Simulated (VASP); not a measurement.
# SnO2 (P1) in VASP: a series of runs

SnO2 is run at these levels: PBE; tasks: single point.

All numbers are computed with VASP 6.6.1; they aren't measurements. Logs are shortened: lines on timing, memory, paths and dates and some standing lists are left out, and cuts for length are marked.

### Step 1. The cell of the first run

The typed cell holds 12 atoms: a = 6.395 Å, b = 6.395 Å, c = 6.395 Å, α = 60.00°, β = 60.00°, γ = 60.00°.

### Step 2. Single point, PBE (atom 1 (Sn) moved by -0.890 Å along [1 0 0] and -0.534 Å along [0 0 1])

The input, INCAR:

```
SYSTEM = SnO2
ALGO = Normal ; EDIFF = 1E-7
ENCUT = 520 ; GGA = PE
ISIF = 2 ; ISMEAR = 0
LASPH = .TRUE. ; LCHARG = .FALSE.
LREAL = .FALSE. ; LWAVE = .FALSE.
NBANDS = 64 ; NELM = 80
PREC = Accurate ; SIGMA = 0.05
```

The input, KPOINTS:

```
k-points
0
G
  6 6 6
  0 0 0
```

The input, POSCAR:

```
SnO2
1.0
    0.0000000000      4.5220682583      4.5220682583
    4.5220682583      0.0000000000      4.5220682583
    4.5220682583      4.5220682583      0.0000000000
Sn O
4 8
Direct
    0.1643625195     -0.0324500780      0.5856374805
    0.6250000000      0.1250000000      0.1250000000
    0.1250000000      0.6250000000      0.1250000000
    0.1250000000      0.1250000000      0.1250000000
    0.8910551956      0.8910551956      0.8910551956
    0.8910551956      0.3268344131      0.8910551956
    0.8910551956      0.8910551956      0.3268344131
    0.3268344131      0.8910551956      0.8910551956
    0.9231655869      0.3589448044      0.3589448044
    0.3589448044      0.3589448044      0.9231655869
    0.3589448044      0.9231655869      0.3589448044
    0.3589448044      0.3589448044      0.3589448044
```

Potentials or basis: VASP PAW PBE potentials, release 64 (Sn_d, O).

Launch:

```console
$ cat potpaw_PBE.64/Sn_d/POTCAR potpaw_PBE.64/O/POTCAR > POTCAR
$ mpirun -np 1 vasp_std > vasp.out
```

OUTCAR:

```text
SYSTEM = SnO2
   EDIFF = 1E-7
   ENCUT = 520
   GGA = PE
   ISIF = 2
   ISMEAR = 0
   LASPH = .TRUE.
   LREAL = .FALSE.
   NELM = 80
   PREC = Accurate

 ion  position               nearest neighbor table
   1  0.164  0.968  0.586-  11 1.41   5 1.90   9 2.34   8 2.39   4 2.70  12 2.76   3 2.98   2 3.11
                             2 3.59   3 3.70
   2  0.625  0.125  0.125-   6 2.13   7 2.13  10 2.13  11 2.13   5 2.13  12 2.13   1 3.11   4 3.20
                             3 3.20   3 3.20   4 3.20   1 3.59
   3  0.125  0.625  0.125-   7 2.13   8 2.13   9 2.13  10 2.13   5 2.13  12 2.13   1 2.98   4 3.20
                             2 3.20   4 3.20   2 3.20   1 3.70
   4  0.125  0.125  0.125-   6 2.13   7 2.13   8 2.13   9 2.13  10 2.13  11 2.13   1 2.70   2 3.20
                             3 3.20   3 3.20   2 3.20
   5  0.891  0.891  0.891-   1 1.90   2 2.13   3 2.13
   6  0.891  0.327  0.891-   2 2.13   4 2.13
   7  0.891  0.891  0.327-   2 2.13   3 2.13   4 2.13
   8  0.327  0.891  0.891-   3 2.13   4 2.13   1 2.39
   9  0.923  0.359  0.359-   3 2.13   4 2.13   1 2.34
  10  0.359  0.359  0.923-   2 2.13   3 2.13   4 2.13
  11  0.359  0.923  0.359-   1 1.41   2 2.13   4 2.13
  12  0.359  0.359  0.359-   2 2.13   3 2.13   1 2.76

 -----------------------------------------------------------------------------
|                                                                             |
|           W    W    AA    RRRRR   N    N  II  N    N   GGGG   !!!           |
|           W    W   A  A   R    R  NN   N  II  NN   N  G    G  !!!           |
|           W    W  A    A  R    R  N N  N  II  N N  N  G       !!!           |
|           W WW W  AAAAAA  RRRRR   N  N N  II  N  N N  G  GGG   !            |
|           WW  WW  A    A  R   R   N   NN  II  N   NN  G    G                |
|           W    W  A    A  R    R  N    N  II  N    N   GGGG   !!!           |
|                                                                             |
|     The distance between some ions is very small. Please check the          |
|     nearest-neighbor list in the OUTCAR file.                               |
|     I HOPE YOU KNOW WHAT YOU ARE DOING!                                     |
|                                                                             |
 -----------------------------------------------------------------------------

  LATTYP: Found a face centered cubic cell.
 ALAT       =     9.0441365166

  Lattice vectors:

 A1 = (   0.0000000000,   4.5220682583,   4.5220682583)
 A2 = (   4.5220682583,   0.0000000000,   4.5220682583)
 A3 = (   4.5220682583,   4.5220682583,   0.0000000000)

Analysis of symmetry for initial positions (statically):
=====================================================================
 Subroutine PRICEL returns:
 Original cell was already a primitive cell.

 Routine SETGRP: Setting up the symmetry group for a
 face centered cubic supercell.

 Subroutine GETGRP returns: Found  1 space group operations
 (whereof  1 operations were pure point group operations)
 out of a pool of 48 trial point group operations.

The static configuration has the point symmetry C_1 .

Analysis of symmetry for dynamics (positions and initial velocities):
=====================================================================
 Subroutine PRICEL returns:
 Original cell was already a primitive cell.

 Routine SETGRP: Setting up the symmetry group for a
 face centered cubic supercell.

 Subroutine GETGRP returns: Found  1 space group operations
 (whereof  1 operations were pure point group operations)
 out of a pool of 48 trial point group operations.

The dynamic configuration has the point symmetry C_1 .

 Subroutine INISYM returns: Found  1 space group operations
 (whereof  1 operations are pure point group operations),
 and found     1 'primitive' translations

----------------------------------------------------------------------------------------

                                     Primitive cell

  volume of cell :     184.9445

  direct lattice vectors                    reciprocal lattice vectors
     0.000000000  4.522068258  4.522068258    -0.110568875  0.110568875  0.110568875
     4.522068258  0.000000000  4.522068258     0.110568875 -0.110568875  0.110568875
[... 38 lines left out ...]
Automatic generation of k-mesh.
 Grid dimensions read from file:
 generate k-points for:    6    6    6

 Generating k-lattice:

  Cartesian coordinates                     Fractional coordinates (reciprocal lattice)
    -0.018428146  0.018428146  0.018428146     0.166666667  0.000000000  0.000000000
     0.018428146 -0.018428146  0.018428146     0.000000000  0.166666667  0.000000000
     0.018428146  0.018428146 -0.018428146     0.000000000  0.000000000  0.166666667

  Length of vectors
     0.031918485  0.031918485  0.031918485

  Shift w.r.t. Gamma in fractional coordinates (k-lattice)
     0.000000000  0.000000000  0.000000000

 Subroutine IBZKPT returns following result:
 ===========================================

 Found    112 irreducible k-points:

 Following reciprocal coordinates:
            Coordinates               Weight
  0.000000  0.000000  0.000000      1.000000
  0.166667  0.000000  0.000000      2.000000
  0.000000  0.166667  0.000000      2.000000
  0.000000  0.000000  0.166667      2.000000
  0.166667  0.166667  0.166667      2.000000
  0.333333  0.000000  0.000000      2.000000
[... 16 lines left out ...]
  0.166667 -0.166667 -0.166667      2.000000
  0.333333  0.333333  0.166667      2.000000
 [... further k-points ...]
   k-points           NKPTS =    112   k-points in BZ     NKDIM =    112   number of bands    NBANDS=     64
   number of dos      NEDOS =    301   number of ions     NIONS =     12
   total plane-waves  NPLWV = 110592
   dimension x,y,z NGX =    48 NGY =   48 NGZ =   48
   dimension x,y,z NGXF=    96 NGYF=   96 NGZF=   96
   ions per type =               4   8
   NGX,Y,Z   is equivalent  to a cutoff of  12.48, 12.48, 12.48 a.u.
   NGXF,Y,Z  is equivalent  to a cutoff of  24.96, 24.96, 24.96 a.u.
 SYSTEM =  SnO2
   PREC   = accura    normal or accurate (medium, high low for compatibility)
   ISTART =      0    job   : 0-new  1-cont  2-samecut
   ICHARG =      2    charge: 1-file 2-atom 10-const
   ISPIN  =      1    spin polarized calculation?
   LNONCOLLINEAR =      F non collinear calculations
   LSORBIT =      F    spin-orbit coupling
   LASPH  =      T    aspherical Exc in radial PAW
   ENCUT  =  520.0 eV  38.22 Ry    6.18 a.u.  11.89 11.89 11.89*2*pi/ulx,y,z
   NELM   =     80;   NELMIN=  2; NELMDL= -5     # of ELM steps
   EDIFF  = 0.1E-06   stopping-criterion for ELM
   LREAL  =      F    real-space projection
   EDIFFG = 0.1E-05   stopping-criterion for IOM
   NSW    =      0    number of steps for IOM
   IBRION =     -1    ionic relax: 0-MD 1-quasi-New 2-CG
   NFREE  =      0    steps in history (QN), initial steepest desc. (CG)
   ISIF   =      2    stress and relaxation
   ISYM   =      2    0-nonsym 1-usesym 2-fastsym
   POTIM  = 0.5000    time-step for ionic-motion
   TEBEG  =    0.0;   TEEND  =   0.0 temperature during run
   PSTRESS=    0.0 pullay stress
   NELECT =     104.0000    total number of electrons
   NUPDOWN=      -1.0000    fix difference up-down
   EMIN   =  10.00;   EMAX   =-10.00  energy-range for DOS
   EFERMI =   0.00;   METHOD = LEGACY
   ISMEAR =     0;   SIGMA  =   0.05  broadening in eV -4-tet -1-fermi 0-gaus
   EFERMI_NEDOS =   21; number of points for ismear=-14 and -15
   IALGO  =     38    algorithm
   IMIX   =      4    mixing-type and parameters
     AMIX     =   0.40;   BMIX     =  1.00
     AMIX_MAG =   1.60;   BMIX_MAG =  1.00
  volume/ion in A,a.u.               =      15.41       104.01
  Fermi-wavevector in a.u.,A,eV,Ry     =   1.351260  2.553511 24.842916  1.825903
  Thomas-Fermi vector in A             =   2.478696
   LORBIT       =      0    0 simple, 1 ext, 2 COOP (PROOUT), +10 PAW based schemes
   GGA     = PE    functional components
   LHFCALC =     F    Hartree Fock is set to
   AEXX    =    0.0000 exact exchange contribution
   IVDW    =     0    specifies the selected vdW correction
   LEPSILON=     F    determine dielectric tensor
   LRPA    =     F    only Hartree local field effects (RPA)
 non-spin polarized calculation
 Gauss-broadening in eV      SIGMA  =   0.05
  energy-cutoff  :      520.00
  volume of cell :      184.94
 maximum number of plane-waves:      5004
   NGX = 23   NGY = 23   NGZ = 23

 number of electron     103.9999985 magnetization

 Free energy of the ion-electron system (eV)
  ---------------------------------------------------
  ext. energy  EPLUGINS =         0.00000000
  ---------------------------------------------------
  free energy    TOTEN  =       -59.93522097 eV

  energy without entropy =      -59.93453385  energy(sigma->0) =      -59.93487741

 E-fermi :   4.1149     XC(G=0):  -9.5791

 val. band max:        4.0944883568   @ k =   0.0000   0.0000   0.0000
 cond. band min:       4.2887876294   @ k =   0.1667   0.1667   0.1667
 fundamental gap:      0.1942992725
 Fermi energy:         4.1148838557

 k-point     1 :       0.0000    0.0000    0.0000
  band No.  band energies     occupation
      1     -23.8803      2.00000
      2     -19.3451      2.00000
      3     -19.1998      2.00000
      4     -18.6894      2.00000
      5     -18.6522      2.00000
      6     -17.9972      2.00000
[... 1597 lines left out ...]
     63      12.4865      0.00000
     64      12.7819      0.00000

 [... further k-points ...]
[... 5 lines left out ...]
  --------------------------------------------------------------------------------------
  -------------------------------------------------------------------------------------
  Total       43.9272728      4.6393427     16.6135871      8.5743507     -4.3476713    -31.1163619
  in kB      380.5427806     40.1907122    143.9238142     74.2797596    -37.6639571   -269.5616218
  external PRESSURE =     188.2191023 kB  Pullay stress =       0.0000000 kB

 VOLUME and BASIS-vectors are now :
 -----------------------------------------------------------------------------
  energy-cutoff  :      520.00
  volume of cell :      184.94
      direct lattice vectors                 reciprocal lattice vectors
     0.000000000  4.522068258  4.522068258    -0.110568875  0.110568875  0.110568875
     4.522068258  0.000000000  4.522068258     0.110568875 -0.110568875  0.110568875
     4.522068258  4.522068258  0.000000000     0.110568875  0.110568875 -0.110568875

 POSITION                                       TOTAL-FORCE (eV/Angst)
 -----------------------------------------------------------------------------------
      7.02362      3.39155      5.11859        40.477211      6.109096    -17.545823
      1.13052      3.39155      3.39155         2.114165     -0.088856      5.112171
      3.39155      1.13052      3.39155         0.682314      3.756725     -0.850294
      1.13052      1.13052      1.13052        -2.076591     -7.480288      0.941789
      8.05882      8.05882      8.05882        -0.353126     -0.107567     -2.386572
      5.50738      8.05882      5.50738         0.385036      0.753345     -1.047771
      5.50738      5.50738      8.05882        -0.047556      0.582702     -0.668084
      8.05882      5.50738      5.50738        -1.015605     -0.250255     -0.853661
      3.24635      5.79779      5.79779        -1.331812      0.717116     -0.818783
      5.79779      5.79779      3.24635        -0.624746     -0.123913     -0.285855
      5.79779      3.24635      5.79779       -36.882702     -3.468938     18.827485
      3.24635      3.24635      3.24635        -1.326588     -0.399166     -0.424601
 -----------------------------------------------------------------------------------
    total drift:                               -0.000313     -0.000099      0.000159

  FREE ENERGIE OF THE ION-ELECTRON SYSTEM (eV)
  ---------------------------------------------------
  free  energy   TOTEN  =       -59.9352209689 eV

  energy  without entropy=      -59.9345338469  energy(sigma->0) =      -59.93487741
```

Run time: 21 min. Hardware: 1 thread of AMD EPYC 9R45 (Zen 5), shared host; peak memory 0.93 GiB.

Results:

* Free energy: -59.9352 eV
* Pressure: 18.8 GPa
* Largest force: 44.537 eV/Å

Forces in eV/Å, atoms in the order of the input:
```
Sn   40.477   6.109 -17.546
Sn    2.114  -0.089   5.112
Sn    0.682   3.757  -0.850
Sn   -2.077  -7.480   0.942
O    -0.353  -0.108  -2.387
O     0.385   0.753  -1.048
O    -0.048   0.583  -0.668
O    -1.016  -0.250  -0.854
O    -1.332   0.717  -0.819
O    -0.625  -0.124  -0.286
O   -36.883  -3.469  18.827
O    -1.327  -0.399  -0.425
```

Caveat: the cell differs from its parent crystal (atom 1 (Sn) moved by -0.890 Å along [1 0 0] and -0.534 Å along [0 0 1]); atoms lie so close that the PAW spheres overlap strongly, which falsifies energies and pressures; the cell stands under pressure; spin-orbit coupling is left out, which moves the levels of the heavy elements; forces of over 1 eV/Å act on the atoms, so gaps and moduli don't describe the material at rest.

### Step 3. Single point, PBE (atom 1 (Sn) moved by -0.890 Å along [1 0 0] and +0.534 Å along [0 0 1])

The input, INCAR:

```
ALGO = Fast
EDIFF = 1E-7
ENCUT = 520
GGA = PE
ISIF = 2
ISMEAR = 0
LASPH = T
LCHARG = T
LELF = T
LREAL = F
LVHAR = T
LWAVE = F
NBANDS = 64
NELM = 60
PREC = Accurate
SIGMA = 0.05
```

The input, KPOINTS:

```
k-points
0
Gamma
  6 6 6
```

POSCAR, as its differences from that of step 2:

```diff
@@ -8,3 +8,3 @@
 Direct
-    0.1643625195     -0.0324500780      0.5856374805
+    0.2824500780      0.0856374805      0.4675499220
     0.6250000000      0.1250000000      0.1250000000
```

Potentials or basis: VASP PAW PBE potentials, release 64 (Sn_d, O).

Launch:

```console
$ cat potpaw_PBE.64/Sn_d/POTCAR potpaw_PBE.64/O/POTCAR > POTCAR
$ mpirun -np 1 vasp_std > vasp.out
```

Wall time 60 min (1 thread of Oxide Virtual Turin-like, shared host); peak memory 0.93 GiB.

It converged, with:

```yaml
Free_energy: -47.8755 eV
Pressure: 40.2 GPa
Largest_force: 79.653 eV/Å
```

Forces in eV/Å, atoms in the order of the input:
```
Sn   78.540  12.971   2.814
Sn  -11.540   0.196  15.359
Sn    0.925  -3.520   0.987
Sn   -2.221  -6.908  -1.042
O     0.337   0.624  -0.725
O     0.914   0.787  -0.790
O     0.557   0.608  -0.783
O    -0.553   0.313   0.108
O    -1.298   1.386   0.548
O    -0.001   1.054  -0.447
O   -69.114  -7.620 -23.023
O     3.455   0.108   6.993
```

Stress tensor (GPa, compression positive):
```
84.17  9.56 20.46
 9.56  3.98  4.07
20.46  4.07 32.35
```

Levels at points of the mesh, in eV from the Fermi level:
```tsv
k point	band 48	band 49	band 50	band 51	band 52	band 53	band 54	band 55	band 56	band 57
(0.00, 0.00, 0.00)	-1.59	-1.36	-1.04	-0.56	-0.42	-0.02	2.40	3.30	3.43	3.65
(0.50, 0.00, 0.00)	-1.68	-1.40	-1.03	-0.95	-0.07	1.36	1.78	3.66	3.77	4.60
(0.00, 0.50, 0.00)	-1.64	-1.44	-1.15	-0.65	-0.34	0.77	2.86	3.35	3.79	4.22
(0.00, 0.00, 0.50)	-1.82	-1.63	-1.49	-0.59	-0.05	0.92	2.71	3.26	3.67	3.99
(0.50, 0.50, 0.50)	-1.73	-1.42	-1.12	-0.78	-0.23	0.78	2.93	3.11	3.82	4.08
(0.50, 0.50, 0.00)	-1.82	-1.55	-1.18	-0.75	-0.23	1.37	2.38	3.57	3.85	4.63
(0.00, 0.50, 0.50)	-1.81	-1.40	-1.25	-0.65	-0.37	1.37	2.62	3.21	3.97	4.64
(0.50, 0.00, 0.50)	-1.86	-1.62	-1.34	-0.97	-0.07	1.37	2.43	3.60	3.87	4.92
```

Caveat: the cell differs from its parent crystal (atom 1 (Sn) moved by -0.890 Å along [1 0 0] and +0.534 Å along [0 0 1]); atoms lie so close that the PAW spheres overlap strongly, which falsifies energies and pressures; the cell stands under pressure; spin-orbit coupling is left out, which moves the levels of the heavy elements; forces of over 1 eV/Å act on the atoms, so gaps and moduli don't describe the material at rest.
